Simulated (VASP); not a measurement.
# ScPt (Pm-3m) in VASP: further runs, part 2 of 2

VASP 6.6.1. Earlier steps stand in the parts before.

## (5) Single point, LDA, non-collinear spin, zero start, spin-orbit coupling

INCAR

```
PREC     = Accurate       # precision mode
ENCUT    = 520            # plane-wave cutoff, eV
EDIFF    = 1E-6           # SCF threshold, eV
ISMEAR   = -1             # smearing method
SIGMA    = 0.08           # smearing width, eV
LREAL    = False          # projectors in reciprocal space
LASPH    = True           # aspherical terms in the spheres
NELM     = 150            # most SCF steps
ALGO     = Normal         # electronic algorithm
ISIF     = 2              # what is computed and relaxed
LWAVE    = False          # write WAVECAR
LCHARG   = True           # write CHGCAR
MAGMOM   = 0 0 0 0 0 0    # initial moments
LORBIT   = 11             # projections on sites
LSORBIT  = True           # spin-orbit coupling
GGA_COMPAT= False        
LORBMOM  = True         
LMAXMIX  = 4              # l up to which the mixer works
GGA      = CA             # functional
LVHAR    = True         
NBANDS   = 33             # bands
```

KPOINTS

```
regular mesh
0
Gamma
  12 12 12
```

POSCAR

```
ScPt
1.0
    3.2299879125      0.0000000000      0.0000000000
    0.0000000000      3.2299879125      0.0000000000
    0.0000000000      0.0000000000      3.2299879125
Sc Pt
1 1
Direct
    0.5000000000      0.5000000000      0.5000000000
    0.0000000000      0.0000000000      0.0000000000
```

Potentials or basis: VASP PAW LDA potentials, release 64 (Sc_sv, Pt).

Started as:

```bash
$ cat potpaw_LDA.64/Sc_sv/POTCAR potpaw_LDA.64/Pt/POTCAR > POTCAR
$ mpirun -np 1 vasp_ncl > vasp.out
```

OUTCAR:

```text
PREC = Accurate
   ENCUT = 520
   EDIFF = 1E-6
   ISMEAR = -1
   LREAL = False
   LASPH = True
   NELM = 150
   ISIF = 2
   LORBIT = 11
   LSORBIT = True
   GGA = CA

 ion  position               nearest neighbor table
   1  0.500  0.500  0.500-   2 2.80   2 2.80   2 2.80   2 2.80   2 2.80   2 2.80   2 2.80   2 2.80

   2  0.000  0.000  0.000-   1 2.80   1 2.80   1 2.80   1 2.80   1 2.80   1 2.80   1 2.80   1 2.80

  LATTYP: Found a simple cubic cell.
 ALAT       =     3.2299879125

  Lattice vectors:

 A1 = (   3.2299879125,   0.0000000000,   0.0000000000)
 A2 = (   0.0000000000,   3.2299879125,   0.0000000000)
 A3 = (   0.0000000000,   0.0000000000,   3.2299879125)

Analysis of symmetry for initial positions (statically):
=====================================================================
 Subroutine PRICEL returns:
 Original cell was already a primitive cell.

 Routine SETGRP: Setting up the symmetry group for a
 simple cubic supercell.

 Subroutine GETGRP returns: Found 48 space group operations
 (whereof 48 operations were pure point group operations)
 out of a pool of 48 trial point group operations.

The static configuration has the point symmetry O_h .

Analysis of symmetry for dynamics (positions and initial velocities):
=====================================================================
 Subroutine PRICEL returns:
 Original cell was already a primitive cell.

 Routine SETGRP: Setting up the symmetry group for a
 simple cubic supercell.

 Subroutine GETGRP returns: Found 48 space group operations
 (whereof 48 operations were pure point group operations)
 out of a pool of 48 trial point group operations.

The dynamic configuration has the point symmetry O_h .

Analysis of structural, dynamic, and magnetic symmetry:
=====================================================================
 Subroutine PRICEL returns:
 Original cell was already a primitive cell.

 Routine SETGRP: Setting up the symmetry group for a
 simple cubic supercell.

 Subroutine GETGRP returns: Found 48 space group operations
 (whereof 48 operations were pure point group operations)
 out of a pool of 48 trial point group operations.

The overall configuration has the point symmetry O_h .

 Subroutine INISYM returns: Found 48 space group operations
 (whereof 48 operations are pure point group operations),
 and found     1 'primitive' translations

----------------------------------------------------------------------------------------

                                     Primitive cell

  volume of cell :      33.6979

  direct lattice vectors                    reciprocal lattice vectors
     3.229987912  0.000000000  0.000000000     0.309598682  0.000000000  0.000000000
     0.000000000  3.229987912  0.000000000     0.000000000  0.309598682  0.000000000
     0.000000000  0.000000000  3.229987912     0.000000000  0.000000000  0.309598682
[... 1008 lines left out ...]

  FORCE on cell =-STRESS in cart. coord.  units (eV):
  Direction    XX          YY          ZZ          XY          YZ          ZX
  --------------------------------------------------------------------------------------
  -------------------------------------------------------------------------------------
  Total        0.1121137      0.1121137      0.1121137     -0.0000000     -0.0000000     -0.0000000
  in kB        5.3304819      5.3304819      5.3304819     -0.0000000     -0.0000000     -0.0000000
  external PRESSURE =       5.3304819 kB  Pullay stress =       0.0000000 kB

 VOLUME and BASIS-vectors are now :
 -----------------------------------------------------------------------------
  energy-cutoff  :      520.00
  volume of cell :       33.70
      direct lattice vectors                 reciprocal lattice vectors
     3.229987912  0.000000000  0.000000000     0.309598682  0.000000000  0.000000000
     0.000000000  3.229987912  0.000000000     0.000000000  0.309598682  0.000000000
     0.000000000  0.000000000  3.229987912     0.000000000  0.000000000  0.309598682

 POSITION                                       TOTAL-FORCE (eV/Angst)
 -----------------------------------------------------------------------------------
      1.61499      1.61499      1.61499         0.000000      0.000000      0.000000
      0.00000      0.00000      0.00000         0.000000      0.000000      0.000000
 -----------------------------------------------------------------------------------
    total drift:                                0.000000     -0.000000     -0.000000

  FREE ENERGIE OF THE ION-ELECTRON SYSTEM (eV)
  ---------------------------------------------------
  free  energy   TOTEN  =       -17.0337423907 eV

  energy  without entropy=      -17.0021952143  energy(sigma->0) =      -17.01796880

 orbital moment (x)

 # of ion     p       d       tot
 ----------------------------------------
  1         0.000  -0.000  -0.000
  2        -0.000   0.000   0.000
 ----------------------------------------
           -0.000  -0.000  -0.000

 orbital moment (y)

 # of ion     p       d       tot
 ----------------------------------------
  1         0.000   0.000   0.000
  2         0.000  -0.000  -0.000
 ----------------------------------------
            0.000   0.000   0.000

 orbital moment (z)

 # of ion     p       d       tot
 ----------------------------------------
  1         0.000   0.000   0.000
  2         0.000   0.000   0.000
 ----------------------------------------
            0.000   0.000   0.000

 Spin-Orbit-Coupling matrix elements

 Ion:    1  E_soc:     -0.0076981
 l=   1
     0.0000000    -0.0012157    -0.0012157
    -0.0012157     0.0000000    -0.0012157
    -0.0012157    -0.0012157     0.0000000
 l=   2
     0.0000000    -0.0000083     0.0000000    -0.0000083    -0.0000590
    -0.0000083     0.0000000    -0.0000443    -0.0000083    -0.0000148
     0.0000000    -0.0000443     0.0000000    -0.0000443     0.0000000
    -0.0000083    -0.0000083    -0.0000443     0.0000000    -0.0000148
    -0.0000590    -0.0000148     0.0000000    -0.0000148     0.0000000
 l=   3
     0.0000000     0.0000000     0.0000000     0.0000000     0.0000000     0.0000000     0.0000000
     0.0000000     0.0000000     0.0000000     0.0000000     0.0000000     0.0000000     0.0000000
     0.0000000     0.0000000     0.0000000     0.0000000     0.0000000     0.0000000     0.0000000
     0.0000000     0.0000000     0.0000000     0.0000000     0.0000000     0.0000000     0.0000000
     0.0000000     0.0000000     0.0000000     0.0000000     0.0000000     0.0000000     0.0000000
     0.0000000     0.0000000     0.0000000     0.0000000     0.0000000     0.0000000     0.0000000
     0.0000000     0.0000000     0.0000000     0.0000000     0.0000000     0.0000000     0.0000000

 Ion:    2  E_soc:     -0.6909553
 l=   1
     0.0000000    -0.0364832    -0.0364832
    -0.0364832     0.0000000    -0.0364832
    -0.0364832    -0.0364832     0.0000000
 l=   2
     0.0000000    -0.0130481     0.0000000    -0.0130481    -0.0656279
    -0.0130481     0.0000000    -0.0492209    -0.0130481    -0.0164070
     0.0000000    -0.0492209     0.0000000    -0.0492209     0.0000000
    -0.0130481    -0.0130481    -0.0492209     0.0000000    -0.0164070
    -0.0656279    -0.0164070     0.0000000    -0.0164070     0.0000000
 l=   3
     0.0000000     0.0000000     0.0000000     0.0000000     0.0000000     0.0000000     0.0000000
     0.0000000     0.0000000     0.0000000     0.0000000     0.0000000     0.0000000     0.0000000
     0.0000000     0.0000000     0.0000000     0.0000000     0.0000000     0.0000000     0.0000000
     0.0000000     0.0000000     0.0000000     0.0000000     0.0000000     0.0000000     0.0000000
     0.0000000     0.0000000     0.0000000     0.0000000     0.0000000     0.0000000     0.0000000
     0.0000000     0.0000000     0.0000000     0.0000000     0.0000000     0.0000000     0.0000000
     0.0000000     0.0000000     0.0000000     0.0000000     0.0000000     0.0000000     0.0000000

 total charge

# of ion       s       p       d       tot
------------------------------------------
    1        2.261   6.210   1.087   9.558
    2        0.822   0.506   8.085   9.413
--------------------------------------------------
tot          3.083   6.716   9.173  18.971

 magnetization (x)

# of ion       s       p       d       tot
------------------------------------------
    1       -0.000  -0.000  -0.000  -0.000
    2        0.000  -0.000   0.000   0.000
--------------------------------------------------
tot          0.000  -0.000  -0.000  -0.000

 magnetization (y)

# of ion       s       p       d       tot
------------------------------------------
    1       -0.000   0.000  -0.000  -0.000
    2       -0.000   0.000   0.000  -0.000
--------------------------------------------------
tot         -0.000   0.000  -0.000  -0.000

 magnetization (z)

# of ion       s       p       d       tot
------------------------------------------
    1       -0.000  -0.000   0.000  -0.000
    2       -0.000   0.000   0.000  -0.000
--------------------------------------------------
tot         -0.000  -0.000   0.000  -0.000
```

Wall time 1.9 min (1 thread of AMD EPYC 9R45 (Zen 5), shared host); peak memory 0.24 GiB.

What came out:

```yaml
Free_energy: -17.0337 eV
Pressure: 0.5 GPa
Net_moment: 0.00 μB per cell
Valence_electrons_inside_the_program's_atomic_spheres: Sc 9.56; Pt 9.41
```

Moments on the atoms (μB; x, y, z):
```
Sc  0.00 0.00 0.00
Pt  0.00 0.00 0.00
```
